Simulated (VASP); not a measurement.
## Cu: relaxation of cell and atoms with PBE

The system is Cu.

```xyz
1
Lattice="0.0000 1.8250 1.8250 1.8250 0.0000 1.8250 1.8250 1.8250 0.0000" Properties=species:S:1:pos:R:3 pbc="T T T"
Cu    0.0000    0.0000    0.0000
```

```
Program                : VASP 6.6.1
Task                   : relaxation of cell and atoms
Functional             : PBE
Potentials or basis    : VASP PAW PBE potentials, release 64 (Cu)
Cutoff                 : 600 eV
k mesh                 : 16 × 16 × 16
Occupations            : gaussian, width 0.1 eV
Spin                   : no spin polarisation
Dipole correction      : no
Further INCAR settings : ALGO = Normal; EDIFF = 1e-07; IBRION = 2; EDIFFG = -0.002; NSW = 100; ISIF = 3
```

```
Relaxed volume                         : 12.01 Å³/atom
Relaxed cell                           : a = 2.571 Å, b = 2.571 Å, c = 2.571 Å, α = 60.00°, β = 60.00°, γ = 60.00°
Space group after relaxing (to 0.05 Å) : Fm-3m (No. 225)
Energy gained by relaxing              : 0.7 meV/atom
Ionic steps                            : 3
Pressure after relaxing                : 0.0 GPa
```

Step by step:
```
step  energy change (eV)  largest force (eV/Å)  pressure (GPa)  volume (Å³)
   1              0.0000                0.0000           -1.59        12.16
   2             -0.0006                0.0000            0.77        11.95
   3             -0.0007                0.0000            0.01        12.01
```

Final structure:
```
CELL_PARAMETERS angstrom
0.00000 1.81764 1.81764
1.81764 0.00000 1.81764
1.81764 1.81764 0.00000
ATOMIC_POSITIONS crystal
Cu 0.00000 0.00000 0.00000
```

Levels at points of the mesh, in eV from the Fermi level:
| k point | band 2 | band 3 | band 4 | band 5 | band 6 | band 7 | band 8 | band 9 |
| --- | --- | --- | --- | --- | --- | --- | --- | --- |
| (0.00, 0.00, 0.00) | -2.93 | -2.93 | -2.93 | -2.13 | -2.13 | 22.50 | 25.02 | 25.02 |
| (0.50, 0.00, 0.00) | -2.96 | -2.96 | -1.58 | -1.58 | -0.91 | 3.72 | 21.00 | 21.85 |
| (0.50, 0.50, 0.00) | -4.29 | -1.59 | -1.44 | -1.44 | 1.55 | 7.04 | 12.99 | 12.99 |

Wall time 15 s on 1 thread of Intel(R) Xeon(R) 6975P-C (Granite Rapids), with other jobs on the host, peak memory 0.16 GiB.
